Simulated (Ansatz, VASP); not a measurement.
# HfHg: VASP beside Ansatz

```
Hf Hg
1.0
     0.00000    3.01715    3.01715
     3.01715    0.00000    3.01715
     3.01715    3.01715    0.00000
Hf Hg
1 1
Direct
  0.00000 0.00000 0.00000
  0.75000 0.75000 0.75000
```

Change from the starting cell: species swapped into the GaSb type (F-43m, No. 216).

Alike in both runs: task single point; functional PBE; k mesh 6 × 6 × 6; occupations gaussian, width 0.1 eV; no spin polarisation.

```csv
,VASP,Ansatz
version,VASP 6.6.1,Ansatz 0.2.0
potentials or method,"VASP PAW PBE potentials, release 64 (Hf_pv, Hg), cutoff 520 eV","scalar-relativistic, plane waves, PAW"
valence electrons in the cell,22,46
```

Ansatz gave:

```
gap on the k mesh at the Fermi level (eV) : none
pressure (GPa)                            : 12.0
```

Estimate VASP's values.

gap on the k mesh at the Fermi level (eV): none; pressure (GPa): 11.6.

A gap of «none» marks a metal or a gap that the smearing closes. With one functional, cell and mesh, what is left measures potentials, basis and numerics. VASP's potentials hold 22 valence electrons a cell and Ansatz's 46, so a difference there can come from the potentials and not from the codes.

Spin-orbit coupling is off throughout.
